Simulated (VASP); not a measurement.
# Al2Cu (R3m) in VASP: further runs

Al2Cu is run at these levels: PBE; tasks: relaxation of cell and atoms.

Program: VASP 6.6.1. These are calculated values, not measurements. Logs are shortened: lines on timing, memory, paths and dates and some standing lists are left out, and cuts for length are marked.

### Step 1. The cell of the first run

The structure is trigonal, space group R3m (No. 160). Conventional cell: a = 4.127 Å, b = 4.127 Å, c = 9.892 Å, α = 90.00°, β = 90.00°, γ = 120.00°. Within 3.1 Å of Al (site symmetry 3m) lie 4 Al at 2.32 to 2.58 Å and 6 Cu at 2.75 to 3.07 Å. Al (site symmetry 3m) has 4 Al at 2.32 to 2.58 Å and 4 Cu at 2.41 to 2.91 Å within 3.1 Å. Cu (site symmetry 3m) has 10 Al at 2.41 to 3.07 Å within 3.2 Å.

The cell was built from a structure type or drawn by symmetry, and may not be a known phase.

### Step 2. Relaxation of cell and atoms, PBE

Input file INCAR:

```
PREC = Accurate
ENCUT = 600
EDIFF = 1E-6
ISMEAR = 0
SIGMA = 0.1
LREAL = F
LASPH = T
NELM = 60
ALGO = Normal
ISIF = 3
LWAVE = F
LCHARG = F
GGA = PE
IBRION = 2
NSW = 90
EDIFFG = -0.04
```

Input file KPOINTS:

```
Automatic mesh
0
Gamma
  6 6 6
```

Input file POSCAR:

```
Al2Cu
1.0
    2.0633095300      1.1912523100      3.2974690500
   -2.0633095300      1.1912523100      3.2974690500
    0.0000000000     -2.3825046200      3.2974690500
Al Cu
2 1
Direct
    0.6725752900      0.6725752900      0.6725752900
    0.9069950100      0.9069950100      0.9069950100
    0.2009238100      0.2009238100      0.2009238100
```

Potentials or basis: VASP PAW PBE potentials, release 64 (Al, Cu).

Launch:

```bash
> cat potpaw_PBE.64/Al/POTCAR potpaw_PBE.64/Cu/POTCAR > POTCAR
> mpirun -np 1 vasp_std > vasp.out
```

OUTCAR:

```text
PREC = Accurate
   ENCUT = 600
   EDIFF = 1E-6
   ISMEAR = 0
   LREAL = F
   LASPH = T
   NELM = 60
   ISIF = 3
   GGA = PE
   IBRION = 2
   NSW = 90
   EDIFFG = -0.04

 ion  position               nearest neighbor table
   1  0.673  0.673  0.673-   2 2.32   2 2.58   2 2.58   2 2.58   3 2.75   3 2.75   3 2.75   3 3.07
                             3 3.07   3 3.07
   2  0.907  0.907  0.907-   1 2.32   3 2.41   3 2.41   3 2.41   1 2.58   1 2.58   1 2.58   3 2.91

   3  0.201  0.201  0.201-   2 2.41   2 2.41   2 2.41   1 2.75   1 2.75   1 2.75   2 2.91   1 3.07
                             1 3.07   1 3.07

  LATTYP: Found a trigonal (rhomboedric) cell.
 ALAT       =     4.0681236975
 COS(alpha) =     0.4855176691

  Lattice vectors:

 A1 = (   2.0633095300,   1.1912523100,   3.2974690500)
 A2 = (  -2.0633095300,   1.1912523100,   3.2974690500)
 A3 = (   0.0000000000,  -2.3825046200,   3.2974690500)

Analysis of symmetry for initial positions (statically):
=====================================================================
 Subroutine PRICEL returns:
 Original cell was already a primitive cell.

 Routine SETGRP: Setting up the symmetry group for a
 trigonal (rhombohedral) supercell.

 Subroutine GETGRP returns: Found  6 space group operations
 (whereof  6 operations were pure point group operations)
 out of a pool of 12 trial point group operations.

The static configuration has the point symmetry C_3v.

Analysis of symmetry for dynamics (positions and initial velocities):
=====================================================================
 Subroutine PRICEL returns:
 Original cell was already a primitive cell.

 Routine SETGRP: Setting up the symmetry group for a
 trigonal (rhombohedral) supercell.

 Subroutine GETGRP returns: Found  6 space group operations
 (whereof  6 operations were pure point group operations)
 out of a pool of 12 trial point group operations.

The dynamic configuration has the point symmetry C_3v.

 Subroutine INISYM returns: Found  6 space group operations
 (whereof  6 operations are pure point group operations),
 and found     1 'primitive' translations

----------------------------------------------------------------------------------------

                                     Primitive cell

  volume of cell :      48.6295

  direct lattice vectors                    reciprocal lattice vectors
     2.063309530  1.191252310  3.297469050     0.242329128  0.139908788  0.101087631
    -2.063309530  1.191252310  3.297469050    -0.242329128  0.139908788  0.101087631
     0.000000000 -2.382504620  3.297469050     0.000000000 -0.279817576  0.101087631

  length of vectors
     4.068123698  4.068123698  4.068123695     0.297517368  0.297517368  0.297517369

  position of ions in fractional coordinates (direct lattice)
     0.672575290  0.672575290  0.672575290
     0.906995010  0.906995010  0.906995010
     0.200923810  0.200923810  0.200923810

  ion indices of the primitive-cell ions
   primitive index   ion index
                 1           1
                 2           2
                 3           3

----------------------------------------------------------------------------------------

 KPOINTS: Automatic mesh

Automatic generation of k-mesh.
 Grid dimensions read from file:
 generate k-points for:    6    6    6

 Generating k-lattice:

  Cartesian coordinates                     Fractional coordinates (reciprocal lattice)
     0.040388188  0.023318131  0.016847938     0.166666667  0.000000000  0.000000000
    -0.040388188  0.023318131  0.016847938     0.000000000  0.166666667  0.000000000
     0.000000000 -0.046636263  0.016847938     0.000000000  0.000000000  0.166666667

  Length of vectors
     0.049586228  0.049586228  0.049586228

  Shift w.r.t. Gamma in fractional coordinates (k-lattice)
     0.000000000  0.000000000  0.000000000

 Subroutine IBZKPT returns following result:
 ===========================================

 Found     32 irreducible k-points:

 Following reciprocal coordinates:
            Coordinates               Weight
  0.000000  0.000000  0.000000      1.000000
  0.166667  0.000000  0.000000      6.000000
  0.333333  0.000000  0.000000      6.000000
  0.500000  0.000000  0.000000      3.000000
  0.166667  0.166667  0.000000      6.000000
  0.333333  0.166667  0.000000     12.000000
[... 16 lines left out ...]
  0.500000  0.500000  0.166667      6.000000
 -0.333333  0.500000  0.166667     12.000000
 [... further k-points ...]
   k-points           NKPTS =     32   k-points in BZ     NKDIM =     32   number of bands    NBANDS=     12
   number of dos      NEDOS =    301   number of ions     NIONS =      3
   total plane-waves  NPLWV =  46656
   dimension x,y,z NGX =    36 NGY =   36 NGZ =   36
   dimension x,y,z NGXF=    72 NGYF=   72 NGZF=   72
   ions per type =               2   1
   NGX,Y,Z   is equivalent  to a cutoff of  14.71, 14.71, 14.71 a.u.
   NGXF,Y,Z  is equivalent  to a cutoff of  29.42, 29.42, 29.42 a.u.
 SYSTEM =  unknown system
   PREC   = accura    normal or accurate (medium, high low for compatibility)
   ISTART =      0    job   : 0-new  1-cont  2-samecut
   ICHARG =      2    charge: 1-file 2-atom 10-const
   ISPIN  =      1    spin polarized calculation?
   LNONCOLLINEAR =      F non collinear calculations
   LSORBIT =      F    spin-orbit coupling
   LASPH  =      T    aspherical Exc in radial PAW
   ENCUT  =  600.0 eV  44.10 Ry    6.64 a.u.   8.13  8.13  8.13*2*pi/ulx,y,z
   NELM   =     60;   NELMIN=  2; NELMDL= -5     # of ELM steps
   EDIFF  = 0.1E-05   stopping-criterion for ELM
   LREAL  =      F    real-space projection
   EDIFFG = -.4E-01   stopping-criterion for IOM
   NSW    =     90    number of steps for IOM
   IBRION =      2    ionic relax: 0-MD 1-quasi-New 2-CG
   NFREE  =      1    steps in history (QN), initial steepest desc. (CG)
   ISIF   =      3    stress and relaxation
   ISYM   =      2    0-nonsym 1-usesym 2-fastsym
   POTIM  = 0.5000    time-step for ionic-motion
   TEBEG  =    0.0;   TEEND  =   0.0 temperature during run
   PSTRESS=    0.0 pullay stress
   NELECT =      17.0000    total number of electrons
   NUPDOWN=      -1.0000    fix difference up-down
   EMIN   =  10.00;   EMAX   =-10.00  energy-range for DOS
   EFERMI =   0.00;   METHOD = LEGACY
   ISMEAR =     0;   SIGMA  =   0.10  broadening in eV -4-tet -1-fermi 0-gaus
   EFERMI_NEDOS =   21; number of points for ismear=-14 and -15
   IALGO  =     38    algorithm
   IMIX   =      4    mixing-type and parameters
     AMIX     =   0.40;   BMIX     =  1.00
     AMIX_MAG =   1.60;   BMIX_MAG =  1.00
  volume/ion in A,a.u.               =      16.21       109.39
  Fermi-wavevector in a.u.,A,eV,Ry     =   1.153253  2.179331 18.095633  1.329991
  Thomas-Fermi vector in A             =   2.289898
   LORBIT       =      0    0 simple, 1 ext, 2 COOP (PROOUT), +10 PAW based schemes
   GGA     = PE    functional components
   LHFCALC =     F    Hartree Fock is set to
   AEXX    =    0.0000 exact exchange contribution
   IVDW    =     0    specifies the selected vdW correction
   LEPSILON=     F    determine dielectric tensor
   LRPA    =     F    only Hartree local field effects (RPA)
 conjugate gradient relaxation of ions
 non-spin polarized calculation
 Gauss-broadening in eV      SIGMA  =   0.10
  energy-cutoff  :      600.00
  volume of cell :       48.63
 maximum number of plane-waves:      1640
 NGX is ok and might be reduce to    36
   NGX = 17   NGY = 17   NGZ = 17

--------------------------------------- Ionic step        1  -------------------------------------------

 number of electron      16.9999998 magnetization

 Free energy of the ion-electron system (eV)
  ---------------------------------------------------
  ext. energy  EPLUGINS =         0.00000000
  ---------------------------------------------------
  free energy    TOTEN  =       -10.39911422 eV

  energy without entropy =      -10.39078683  energy(sigma->0) =      -10.39495052

------------------------ aborting loop because EDIFF is reached ----------------------------------------

  FORCE on cell =-STRESS in cart. coord.  units (eV):
  Direction    XX          YY          ZZ          XY          YZ          ZX
  --------------------------------------------------------------------------------------
  -------------------------------------------------------------------------------------
  Total        2.0568678      2.0568677      4.7072638      0.0000000      0.0000000      0.0000000
  in kB       67.7667775     67.7667772    155.0882886      0.0000000      0.0000000      0.0000000
  external PRESSURE =      96.8739478 kB  Pullay stress =       0.0000000 kB
[... 92 lines left out ...]
  FREE ENERGIE OF THE ION-ELECTRON SYSTEM (eV)
  ---------------------------------------------------
  free  energy   TOTEN  =       -10.6829734773 eV

  energy  without entropy=      -10.6725364631  energy(sigma->0) =      -10.67775497

 E-fermi :   5.8140     XC(G=0):  -9.9780

 val. band max:        5.7952539316   @ k =  -0.1667   0.1667   0.1667
 cond. band min:       5.9006357517   @ k =   0.5000   0.1667   0.0000
 fundamental gap:      0.1053818201
 Fermi energy:         5.8139552062

 k-point     1 :       0.0000    0.0000    0.0000
  band No.  band energies     occupation
      1      -3.7265      2.00000
      2       2.3880      2.00000
      3       2.3880      2.00000
      4       2.5701      2.00000
      5       2.7084      2.00000
      6       2.7084      2.00000
      7       7.1565      0.00000
      8       7.1565      0.00000
      9       7.5404      0.00000
     10       8.4369      0.00000
     11       8.4369      0.00000
     12       9.0849      0.00000
[... 333 lines left out ...]
      1       0.0566      2.00000
      2       0.2046      2.00000
      3       1.9742      2.00000
      4       2.5434      2.00000
      5       2.7598      2.00000
      6       2.8514      2.00000
      7       2.9967      2.00000
      8       3.3725      2.00000
      9       3.6333      2.00000
     10       7.6348      0.00000
     11       9.3309      0.00000
     12      11.3481      0.00000

 [... further k-points ...]

[... ionic steps 4 to 13 ...]

--------------------------------------- Ionic step       14  -------------------------------------------

 number of electron      17.0000001 magnetization

------------------------ aborting loop because EDIFF is reached ----------------------------------------
[... 69 lines left out ...]
--------------------------------------- Ionic step       16  -------------------------------------------

 number of electron      17.0000001 magnetization

 Free energy of the ion-electron system (eV)
  ---------------------------------------------------
  ext. energy  EPLUGINS =         0.00000000
  ---------------------------------------------------
  free energy    TOTEN  =       -10.76090844 eV

  energy without entropy =      -10.75647289  energy(sigma->0) =      -10.75869066

 E-fermi :   5.9448     XC(G=0): -10.0266

 val. band max:        5.8417350758   @ k =   0.1667   0.1667   0.0000
 cond. band min:       5.9625320238   @ k =  -0.1667   0.1667   0.1667
 fundamental gap:      0.1207969480
 Fermi energy:         5.9447769151

 k-point     1 :       0.0000    0.0000    0.0000
  band No.  band energies     occupation
      1      -3.6852      2.00000
      2       2.4700      2.00000
      3       2.4700      2.00000
      4       2.6016      2.00000
      5       2.7721      2.00000
      6       2.7721      2.00000
      7       7.2227      0.00000
      8       7.2227      0.00000
      9       7.8285      0.00000
     10       8.6243      0.00000
     11       8.6243      0.00000
     12       9.1869      0.00000
[... 375 lines left out ...]
  FREE ENERGIE OF THE ION-ELECTRON SYSTEM (eV)
  ---------------------------------------------------
  free  energy   TOTEN  =       -10.7609084370 eV

  energy  without entropy=      -10.7564728889  energy(sigma->0) =      -10.75869066

 reached required accuracy - stopping structural energy minimisation
```

Run time: 2.8 min. Hardware: 1 thread of Intel Xeon Platinum 8488C (Sapphire Rapids), shared host; peak memory 0.21 GiB.

What came out:

| Item | Value |
| --- | --- |
| Free energy | -10.7609 eV |
| Relaxed volume | 17.58 Å³/atom |
| Relaxed cell | a = 4.135 Å, b = 4.135 Å, c = 4.135 Å, α = 62.49°, β = 62.49°, γ = 62.49° |
| Space group after relaxing (to 0.1 Å) | R3m (No. 160) |
| Energy gained by relaxing | 120.6 meV/atom |
| Ionic steps | 16 |
| Pressure after relaxing | 0.0 GPa |
| Largest force after relaxing | 0.032 eV/Å |
| Band gap on the k mesh | zero (an odd number of electrons rules out a gap without spin polarisation) |

Forces on the atoms (eV/Å):
```
Al   0.000  0.000  0.028
Al   0.000  0.000  0.004
Cu   0.000  0.000 -0.032
```

Step by step:
| step | energy change (eV) | largest force (eV/Å) | pressure (GPa) | volume (Å³) |
| --- | --- | --- | --- | --- |
| 1 | 0.0000 | 2.0841 | 9.69 | 48.63 |
| 2 | -0.2649 | 0.2087 | -2.33 | 55.83 |
| 3 | -0.2839 | 0.3042 | -0.35 | 54.04 |
| 4 | -0.2838 | 0.3250 | -0.11 | 53.93 |
| 5 | -0.3005 | 0.3692 | -0.39 | 53.90 |
| 6 | -0.3356 | 0.4544 | -1.00 | 53.75 |
| 7 | -0.2374 | 0.5474 | -0.34 | 53.28 |
| 8 | -0.3358 | 0.4917 | -1.06 | 53.71 |
| 9 | -0.3468 | 0.3792 | -0.72 | 53.38 |
| 10 | -0.3580 | 0.0546 | 0.25 | 52.47 |
| 11 | -0.3583 | 0.0837 | 0.10 | 52.60 |
| 12 | -0.3607 | 0.0526 | 0.05 | 52.69 |
| 13 | -0.3615 | 0.0470 | -0.03 | 52.77 |
| 14 | -0.3615 | 0.0457 | -0.01 | 52.76 |
| 15 | -0.3616 | 0.0431 | 0.02 | 52.76 |
| 16 | -0.3618 | 0.0324 | -0.02 | 52.75 |

Final structure:
```
Al Cu
1.0
     2.14451    1.23814    3.31101
    -2.14451    1.23814    3.31101
     0.00000   -2.47627    3.31101
Al Cu
2 1
Direct
  0.66339 0.66339 0.66339
  0.92747 0.92747 0.92747
  0.18964 0.18964 0.18964
```

### Step 3. Relaxation of cell and atoms, PBE

This run uses another cell than the first one, of 17.53 Å³/atom.

Input file INCAR:

```
ALGO = Fast ; EDIFF = 1E-6
EDIFFG = -0.01 ; ENCUT = 600
GGA = PE ; IBRION = 2
ISIF = 3 ; ISMEAR = 0
LASPH = T ; LCHARG = F
LREAL = F ; LWAVE = F
NELM = 80 ; NSW = 100
PREC = Accurate ; SIGMA = 0.1
```

Input file KPOINTS:

```
k-points
0
Gamma
  12 12 12
```

Input file POSCAR:

```
Al2Cu
1.0
    2.1294149164      1.2294182752      3.3483370987
   -2.1294149164      1.2294182752      3.3483370987
    0.0000000000     -2.4588365504      3.3483370987
Al Cu
2 1
Direct
    0.6682574898      0.6682574898      0.6682574898
    0.9272391293      0.9272391293      0.9272391293
    0.1849974910      0.1849974910      0.1849974910
```

Potentials or basis: VASP PAW PBE potentials, release 64 (Al, Cu).

Launch:

```bash
> cat potpaw_PBE.64/Al/POTCAR potpaw_PBE.64/Cu/POTCAR > POTCAR
> mpirun -np 1 vasp_std > vasp.out
```

Wall time 19 min (1 thread of Intel Xeon Platinum 8488C (Sapphire Rapids), shared host); peak memory 0.33 GiB.

Results (log left out):

* Free energy: -10.7631 eV
* Relaxed volume: 17.54 Å³/atom
* Relaxed cell: a = 4.202 Å, b = 4.202 Å, c = 4.202 Å, α = 60.15°, β = 60.15°, γ = 60.15°
* Space group after relaxing (to 0.1 Å): F-43m (No. 216)
* Energy gained by relaxing: 1.2 meV/atom
* Ionic steps: 24
* Pressure after relaxing: 0.0 GPa
* Largest force after relaxing: 0.009 eV/Å
* Band gap on the k mesh: zero (an odd number of electrons rules out a gap without spin polarisation)

Forces on the atoms (eV/Å):
```
Al   0.000  0.000  0.009
Al   0.000  0.000 -0.005
Cu   0.000  0.000 -0.003
```

The path:
```csv
step,energy change (eV),largest force (eV/Å),pressure (GPa),volume (Å³)
1,0.0000,0.0368,0.05,52.59
2,-0.0002,0.0393,-0.05,52.63
3,-0.0004,0.0458,-0.20,52.73
4,-0.0006,0.0429,-0.20,52.70
5,-0.0008,0.0422,-0.03,52.61
6,-0.0010,0.0545,0.12,52.44
7,-0.0012,0.0485,0.28,52.45
8,-0.0019,0.0496,0.31,52.48
9,-0.0026,0.0654,0.13,52.55
10,-0.0029,0.0462,-0.04,52.61
11,-0.0033,0.0092,-0.27,52.77
12,-0.0033,0.0079,-0.18,52.75
13,-0.0033,0.0078,-0.13,52.76
14,-0.0034,0.0124,-0.11,52.71
15,-0.0034,0.0299,0.03,52.56
16,-0.0034,0.0233,-0.03,52.61
17,-0.0035,0.0137,0.11,52.55
18,-0.0035,0.0143,0.06,52.55
19,-0.0035,0.0137,0.29,52.55
20,-0.0035,0.0106,-0.07,52.64
21,-0.0035,0.0115,0.05,52.62
22,-0.0035,0.0110,-0.13,52.63
23,-0.0035,0.0113,-0.02,52.63
24,-0.0035,0.0086,0.03,52.63
```

Final structure:
```
Al Cu
1.0
     2.10559    1.21567    3.42660
    -2.10559    1.21567    3.42660
     0.00000   -2.43133    3.42660
Al Cu
2 1
Direct
  0.67599 0.67599 0.67599
  0.92686 0.92686 0.92686
  0.17764 0.17764 0.17764
```

Levels at points of the mesh, in eV from the Fermi level:
```tsv
k point	band 6	band 7	band 8	band 9	band 10	band 11	band 12
(0.00, 0.00, 0.00)	-3.14	1.47	1.47	1.51	3.01	3.01	3.07
(0.50, 0.00, 0.00)	-3.04	-2.92	0.84	0.90	2.12	2.57	2.60
(0.50, 0.50, 0.00)	-3.02	-2.81	-1.78	-1.75	-0.45	1.90	9.00
(0.50, 0.50, 0.50)	-3.04	-2.91	0.86	0.86	2.08	2.54	2.54
```
